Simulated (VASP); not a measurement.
# MgO (P1) in VASP: single point with PBE

Aim: the single point of MgO with PBE.

Everything below comes from runs of VASP 6.6.1. Logs are shortened: lines on timing, memory, paths and dates and some standing lists are left out, and cuts for length are marked.

## (1) The cell of the first run

The typed cell holds 8 atoms: a = 4.405 Å, b = 4.328 Å, c = 4.164 Å, α = 90.92°, β = 90.51°, γ = 94.19°.

## (2) Single point, PBE (atoms moved at random and the cell strained at random)

The input, INCAR:

```
ALGO = Normal
EDIFF = 1E-6
ENCUT = 520
GGA = PE
ISIF = 2
ISMEAR = 0
LASPH = True
LCHARG = False
LREAL = False
LWAVE = False
NBANDS = 26
NELM = 60
PREC = Accurate
SIGMA = 0.05
```

The input, KPOINTS:

```
k-points
0
Gamma
  6 6 6
```

The input, POSCAR:

```
MgO
1.0
    4.4022858827      0.1596810101      0.0196592351
   -0.1596810101     -4.3247894337      0.0343281730
   -0.0196592351      0.0343281730     -4.1639757849
Mg O
4 4
Direct
    0.0144377172      0.5474657380      0.5527946518
    0.4716169625      0.0551730224      0.4651140951
    0.4270955323      0.4793632772     -0.0382927567
    0.0270259396     -0.0044660642     -0.0331384856
    0.5267519016     -0.0301112682      0.0207549311
    0.0054724078      0.4938794344     -0.0429014351
   -0.0101253945      0.0259641145      0.5687012336
    0.5377249337      0.4327317459      0.5069677659
```

Potentials or basis: VASP PAW PBE potentials, release 64 (Mg, O).

Run with:

```sh
> cat potpaw_PBE.64/Mg/POTCAR potpaw_PBE.64/O/POTCAR > POTCAR
> mpirun -np 1 vasp_std > vasp.out
```

OUTCAR:

```text
EDIFF = 1E-6
   ENCUT = 520
   GGA = PE
   ISIF = 2
   ISMEAR = 0
   LASPH = True
   LREAL = False
   NELM = 60
   PREC = Accurate

 ion  position               nearest neighbor table
   1  0.014  0.547  0.553-   6 1.70   7 2.08   8 2.13   7 2.25   8 2.40   6 2.49   3 2.52   4 2.57
                             2 2.90   4 2.97   2 3.06   3 3.10   2 3.10   3 3.11   4 3.14   2 3.38
   2  0.472  0.055  0.465-   8 1.64   5 1.90   7 2.16   7 2.33   5 2.36   8 2.74   3 2.76   3 2.82
                             4 2.84   4 2.88   1 2.90   1 3.06   1 3.10   3 3.22   4 3.23   4 3.24
   3  0.427  0.479  0.962-   6 1.86   8 1.97   5 2.15   5 2.30   8 2.33   1 2.52   6 2.54   4 2.64
                             2 2.76   2 2.82   4 2.94   1 3.10   1 3.11   2 3.22   2 3.26   4 3.33
   4  0.027  0.996  0.967-   7 1.67   6 2.17   6 2.17   5 2.21   5 2.22   7 2.51   1 2.57   3 2.64
                             2 2.84   2 2.88   3 2.94   1 2.97   1 3.14   2 3.23   2 3.24   3 3.33
   5  0.527  0.970  0.021-   2 1.90   3 2.15   4 2.21   4 2.22   3 2.30   2 2.36
   6  0.005  0.494  0.957-   1 1.70   3 1.86   4 2.17   4 2.17   1 2.49   3 2.54
   7  0.990  0.026  0.569-   4 1.67   1 2.08   2 2.16   1 2.25   2 2.33   4 2.51
   8  0.538  0.433  0.507-   2 1.64   3 1.97   1 2.13   3 2.33   1 2.40   2 2.74

  LATTYP: Found a triclinic cell.
 ALAT       =     4.3278724674
 B/A-ratio  =     1.3987701332
 C/A-ratio  =     1.6628103300
 COS(alpha) =     0.0036789168
 COS(beta)  =     0.5474141304
 COS(gamma) =     0.7259163673

  Lattice vectors:

 A1 = (   0.1596810101,   4.3247894337,  -0.0343281730)
 A2 = (   0.1400217750,   4.3591176067,  -4.1983039579)
 A3 = (  -4.2229456375,   4.1307802506,   4.1099883768)

Analysis of symmetry for initial positions (statically):
=====================================================================
 Subroutine PRICEL returns:
 Original cell was already a primitive cell.

 Routine SETGRP: Setting up the symmetry group for a
 triclinic supercell.

 Subroutine GETGRP returns: Found  1 space group operations
 (whereof  1 operations were pure point group operations)
 out of a pool of  2 trial point group operations.

The static configuration has the point symmetry C_1 .

Analysis of symmetry for dynamics (positions and initial velocities):
=====================================================================
 Subroutine PRICEL returns:
 Original cell was already a primitive cell.

 Routine SETGRP: Setting up the symmetry group for a
 triclinic supercell.

 Subroutine GETGRP returns: Found  1 space group operations
 (whereof  1 operations were pure point group operations)
 out of a pool of  2 trial point group operations.

The dynamic configuration has the point symmetry C_1 .

 Subroutine INISYM returns: Found  1 space group operations
 (whereof  1 operations are pure point group operations),
 and found     1 'primitive' translations

----------------------------------------------------------------------------------------

                                     Primitive cell

  volume of cell :      79.1645

  direct lattice vectors                    reciprocal lattice vectors
     4.402285883  0.159681010  0.019659235     0.227464784 -0.008407589 -0.001143235
    -0.159681010 -4.324789434  0.034328173     0.008407589 -0.231551025 -0.001948621
    -0.019659235  0.034328173 -4.163975785     0.001143235 -0.001948621 -0.240176557

  length of vectors
     4.405224796  4.327872467  4.164163691     0.227622983  0.231711807  0.240187183

  position of ions in fractional coordinates (direct lattice)
     0.014437717  0.547465738  0.552794652
     0.471616963  0.055173022  0.465114095
     0.427095532  0.479363277  0.961707243
     0.027025940  0.995533936  0.966861514
     0.526751902  0.969888732  0.020754931
     0.005472408  0.493879434  0.957098565
     0.989874605  0.025964114  0.568701234
     0.537724934  0.432731746  0.506967766

  ion indices of the primitive-cell ions
   primitive index   ion index
                 1           1
                 2           2
                 3           3
                 4           4
                 5           5
                 6           6
                 7           7
                 8           8

----------------------------------------------------------------------------------------

 KPOINTS: k-points

Automatic generation of k-mesh.
 Grid dimensions read from file:
 generate k-points for:    6    6    6

 Generating k-lattice:

  Cartesian coordinates                     Fractional coordinates (reciprocal lattice)
     0.037910797 -0.001401265 -0.000190539     0.166666667  0.000000000  0.000000000
     0.001401265 -0.038591837 -0.000324770    -0.000000000  0.166666667 -0.000000000
     0.000190539 -0.000324770 -0.040029426     0.000000000  0.000000000  0.166666667

  Length of vectors
     0.037937164  0.038618635  0.040031197

  Shift w.r.t. Gamma in fractional coordinates (k-lattice)
     0.000000000  0.000000000  0.000000000

 Subroutine IBZKPT returns following result:
 ===========================================

 Found    112 irreducible k-points:

 Following reciprocal coordinates:
            Coordinates               Weight
  0.000000  0.000000  0.000000      1.000000
  0.166667  0.000000  0.000000      2.000000
  0.333333  0.000000  0.000000      2.000000
  0.500000  0.000000  0.000000      1.000000
  0.000000  0.166667  0.000000      2.000000
  0.166667  0.166667  0.000000      2.000000
[... 16 lines left out ...]
  0.333333  0.000000  0.166667      2.000000
  0.500000  0.000000  0.166667      2.000000
 [... further k-points ...]
   k-points           NKPTS =    112   k-points in BZ     NKDIM =    112   number of bands    NBANDS=     26
   number of dos      NEDOS =    301   number of ions     NIONS =      8
   total plane-waves  NPLWV =  36864
   dimension x,y,z NGX =    36 NGY =   32 NGZ =   32
   dimension x,y,z NGXF=    72 NGYF=   64 NGZF=   64
   ions per type =               4   4
   NGX,Y,Z   is equivalent  to a cutoff of  13.59, 12.29, 12.78 a.u.
   NGXF,Y,Z  is equivalent  to a cutoff of  27.17, 24.58, 25.55 a.u.
 SYSTEM =  unknown system
   PREC   = accura    normal or accurate (medium, high low for compatibility)
   ISTART =      0    job   : 0-new  1-cont  2-samecut
   ICHARG =      2    charge: 1-file 2-atom 10-const
   ISPIN  =      1    spin polarized calculation?
   LNONCOLLINEAR =      F non collinear calculations
   LSORBIT =      F    spin-orbit coupling
   LASPH  =      T    aspherical Exc in radial PAW
   ENCUT  =  520.0 eV  38.22 Ry    6.18 a.u.   8.19  8.05  7.74*2*pi/ulx,y,z
   NELM   =     60;   NELMIN=  2; NELMDL= -5     # of ELM steps
   EDIFF  = 0.1E-05   stopping-criterion for ELM
   LREAL  =      F    real-space projection
   EDIFFG = 0.1E-04   stopping-criterion for IOM
   NSW    =      0    number of steps for IOM
   IBRION =     -1    ionic relax: 0-MD 1-quasi-New 2-CG
   NFREE  =      0    steps in history (QN), initial steepest desc. (CG)
   ISIF   =      2    stress and relaxation
   ISYM   =      2    0-nonsym 1-usesym 2-fastsym
   POTIM  = 0.5000    time-step for ionic-motion
   TEBEG  =    0.0;   TEEND  =   0.0 temperature during run
   PSTRESS=    0.0 pullay stress
   NELECT =      32.0000    total number of electrons
   NUPDOWN=      -1.0000    fix difference up-down
   EMIN   =  10.00;   EMAX   =-10.00  energy-range for DOS
   EFERMI =   0.00;   METHOD = LEGACY
   ISMEAR =     0;   SIGMA  =   0.05  broadening in eV -4-tet -1-fermi 0-gaus
   EFERMI_NEDOS =   21; number of points for ismear=-14 and -15
   IALGO  =     38    algorithm
   IMIX   =      4    mixing-type and parameters
     AMIX     =   0.40;   BMIX     =  1.00
     AMIX_MAG =   1.60;   BMIX_MAG =  1.00
  volume/ion in A,a.u.               =       9.90        66.78
  Fermi-wavevector in a.u.,A,eV,Ry     =   1.210453  2.287425 19.935211  1.465197
  Thomas-Fermi vector in A             =   2.345999
   LORBIT       =      0    0 simple, 1 ext, 2 COOP (PROOUT), +10 PAW based schemes
   GGA     = PE    functional components
   LHFCALC =     F    Hartree Fock is set to
   AEXX    =    0.0000 exact exchange contribution
   IVDW    =     0    specifies the selected vdW correction
   LEPSILON=     F    determine dielectric tensor
   LRPA    =     F    only Hartree local field effects (RPA)
 non-spin polarized calculation
 Gauss-broadening in eV      SIGMA  =   0.05
  energy-cutoff  :      520.00
  volume of cell :       79.16
 maximum number of plane-waves:      2148
 NGX is ok and might be reduce to    36
   NGX = 17   NGY = 17   NGZ = 15

 number of electron      31.9999999 magnetization

 Free energy of the ion-electron system (eV)
  ---------------------------------------------------
  ext. energy  EPLUGINS =         0.00000000
  ---------------------------------------------------
  free energy    TOTEN  =       -42.43964618 eV

  energy without entropy =      -42.43964618  energy(sigma->0) =      -42.43964618

 E-fermi :   3.0544     XC(G=0): -10.7153

 val. band max:        2.8509669176   @ k =   0.0000   0.0000   0.0000
 cond. band min:       6.3913440798   @ k =   0.0000   0.0000   0.0000
 fundamental gap:      3.5403771622
 Fermi energy:         3.0544430411

 k-point     1 :       0.0000    0.0000    0.0000
  band No.  band energies     occupation
      1     -14.4280      2.00000
      2     -13.1302      2.00000
      3     -12.9403      2.00000
      4     -12.7494      2.00000
      5      -1.2812      2.00000
      6      -1.1615      2.00000
[... 18 lines left out ...]
     25      15.4730      0.00000
     26      16.5465      0.00000

 k-point     2 :       0.1667    0.0000    0.0000
  band No.  band energies     occupation
      1     -14.3516      2.00000
      2     -13.1831      2.00000
      3     -12.9664      2.00000
      4     -12.7459      2.00000
      5      -1.1795      2.00000
      6      -1.0605      2.00000
[... 18 lines left out ...]
     25      15.3825      0.00000
[... 608 lines left out ...]
     25      15.4444      0.00000
     26      15.8140      0.00000

 k-point    24 :       0.5000    0.0000    0.1667
  band No.  band energies     occupation
      1     -13.9385      2.00000
      2     -13.4880      2.00000
      3     -13.0059      2.00000
      4     -12.7707      2.00000
      5      -0.6927      2.00000
      6      -0.4709      2.00000
[... 18 lines left out ...]
     25      15.2833      0.00000
     26      16.2215      0.00000

 [... further k-points ...]

------------------------ aborting loop because EDIFF is reached ----------------------------------------

  FORCE on cell =-STRESS in cart. coord.  units (eV):
  Direction    XX          YY          ZZ          XY          YZ          ZX
  --------------------------------------------------------------------------------------
  -------------------------------------------------------------------------------------
  Total        0.4509704     12.0769849     21.1050176     -5.1565852      1.2416217     -1.9750198
  in kB        9.1270007    244.4210091    427.1355588   -104.3619542     25.1286589    -39.9715945
  external PRESSURE =     226.8945229 kB  Pullay stress =       0.0000000 kB

 VOLUME and BASIS-vectors are now :
 -----------------------------------------------------------------------------
  energy-cutoff  :      520.00
  volume of cell :       79.16
      direct lattice vectors                 reciprocal lattice vectors
     4.402285883  0.159681010  0.019659235     0.227464784 -0.008407589 -0.001143235
    -0.159681010 -4.324789434  0.034328173     0.008407589 -0.231551025 -0.001948621
    -0.019659235  0.034328173 -4.163975785     0.001143235 -0.001948621 -0.240176557

 POSITION                                       TOTAL-FORCE (eV/Angst)
 -----------------------------------------------------------------------------------
     -0.03473     -2.34639     -2.28275        -1.968221      0.823707      6.181426
      2.05824     -0.14734     -1.92556         0.798995      6.784839     -0.885944
      1.78474     -1.97193     -3.97967         4.172300     -0.746842     -1.747455
     -0.05900     -4.26797     -3.99128        -1.548707      0.317232     -6.362510
      2.16363     -4.10974     -0.04277        -1.627833     -0.059475      1.228979
     -0.07359     -2.10220     -3.96827        -0.144235     -0.161999     -5.930543
      4.34238      0.06530     -2.34771         1.088072      0.818238      7.337374
      2.28815     -1.76821     -2.08558        -0.770371     -7.775699      0.178673
 -----------------------------------------------------------------------------------
    total drift:                                0.000211      0.002009     -0.000169

  FREE ENERGIE OF THE ION-ELECTRON SYSTEM (eV)
  ---------------------------------------------------
  free  energy   TOTEN  =       -42.4396461818 eV

  energy  without entropy=      -42.4396461818  energy(sigma->0) =      -42.43964618
```

It took 5.5 min on 1 thread of AMD EPYC 7R13, shared host; peak memory 0.28 GiB.

Results:

```
Free energy            : -42.4396 eV
Pressure               : 22.7 GPa
Largest force          : 7.816 eV/Å
Band gap on the k mesh : 3.54 eV
```

Forces in eV/Å, atoms in the order of the input:
```
Mg  -1.968  0.824  6.181
Mg   0.799  6.785 -0.886
Mg   4.172 -0.747 -1.747
Mg  -1.549  0.317 -6.363
O   -1.628 -0.059  1.229
O   -0.144 -0.162 -5.931
O    1.088  0.818  7.337
O   -0.770 -7.776  0.179
```

Stress tensor (GPa, compression positive):
```
  0.91 -10.44  -4.00
-10.44  24.44   2.51
 -4.00   2.51  42.71
```

Caveat: the cell differs from its parent crystal (atoms moved at random and the cell strained at random); the cell stands under pressure; forces of over 1 eV/Å act on the atoms, so gaps and moduli don't describe the material at rest.
